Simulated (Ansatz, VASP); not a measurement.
# CuSn2: VASP beside Ansatz

Contents of INCAR:

```
SYSTEM = CuSn2
ALGO     = Normal         ! electronic algorithm
EDIFF    = 1E-6           ! SCF threshold, eV
ENCUT    = 520            ! plane-wave cutoff, eV
GGA      = PE             ! functional
ISIF     = 2              ! what is computed and relaxed
ISMEAR   = 0              ! smearing method
LASPH    = .TRUE.         ! aspherical terms in the spheres
LCHARG   = .FALSE.        ! write CHGCAR
LREAL    = .FALSE.        ! projectors in reciprocal space
LWAVE    = .FALSE.        ! write WAVECAR
NBANDS   = 48             ! bands
NELM     = 60             ! most SCF steps
PREC     = Accurate       ! precision mode
SIGMA    = 0.1            ! smearing width, eV
```

File KPOINTS:

```
k-points
0
G
  6 6 1
  0 0 0
```

Contents of POSCAR:

```
CuSn2
1.0
    3.2191348400      0.0000000000      0.0000000000
   -1.6095674200      2.7878525500      0.0000000000
    0.0000000000      0.0000000000     15.3588823400
Cu Sn
2 4
Direct
    0.6666666700      0.3333333300      0.3333333300
    0.6666666700      0.3333333300      0.6666666700
    0.3333333300      0.6666666700      0.8333333300
    0.3333333300      0.6666666700      0.1666666700
    0.3333333300      0.6666666700      0.5000000000
    0.6666666700      0.3333333300      0.0000000000
```

Input for Ansatz:

```yaml
crystal:
  lattice:
    - [3.21913484, 0.0, 0.0]
    - [-1.60956742, 2.78785255, 0.0]
    - [0.0, 0.0, 15.35888234]
  atoms:
    - { symbol: Cu, position: [0.66666667, 0.33333333, 0.33333333] }
    - { symbol: Cu, position: [0.66666667, 0.33333333, 0.66666667] }
    - { symbol: Sn, position: [0.33333333, 0.66666667, 0.83333333] }
    - { symbol: Sn, position: [0.33333333, 0.66666667, 0.16666667] }
    - { symbol: Sn, position: [0.33333333, 0.66666667, 0.5] }
    - { symbol: Sn, position: [0.66666667, 0.33333333, 0.0] }
basis:
  ecutwfc: 420
kpoints:
  mp_grid: { grid: [6, 6, 1] }
hamiltonian:
  xc: pbe
scf:
  occupations: { method: gaussian, width: 0.1 }
  lower_state_search: "off"
output:
  forces: true
  stress: true
  eigenvalues: true
```

Alike in both runs: task single point; functional PBE; k mesh 6 × 6 × 1; occupations gaussian, width 0.1 eV; no spin polarisation.

```csv
,VASP,Ansatz
version,VASP 6.6.1,Ansatz 0.2.0
potentials or method,"VASP PAW PBE potentials, release 64 (Cu, Sn_d), cutoff 520 eV","scalar-relativistic, plane waves, PAW"
valence electrons in the cell,78,94
```

|  | VASP | Ansatz | Ansatz less VASP |
| --- | --- | --- | --- |
| gap on the k mesh at the Fermi level (eV) | none | none | - |
| pressure (GPa) | 0.2 | 0.1 | -0.12 |
| traceless stress, the component that is largest in VASP (GPa) | -2.94 | -2.94 | -0.002 |
| rms of the force components (eV/Å) | 0.522 | 0.523 | +0.0018 |

Atom by atom the forces differ by 0.002 eV/Å (rms over components). A gap of «none» marks a metal or a gap that the smearing closes. VASP's potentials hold 78 valence electrons a cell and Ansatz's 94, so a difference there can come from the potentials and not from the codes.

The k mesh is coarse, so the values compare programs but aren't converged.
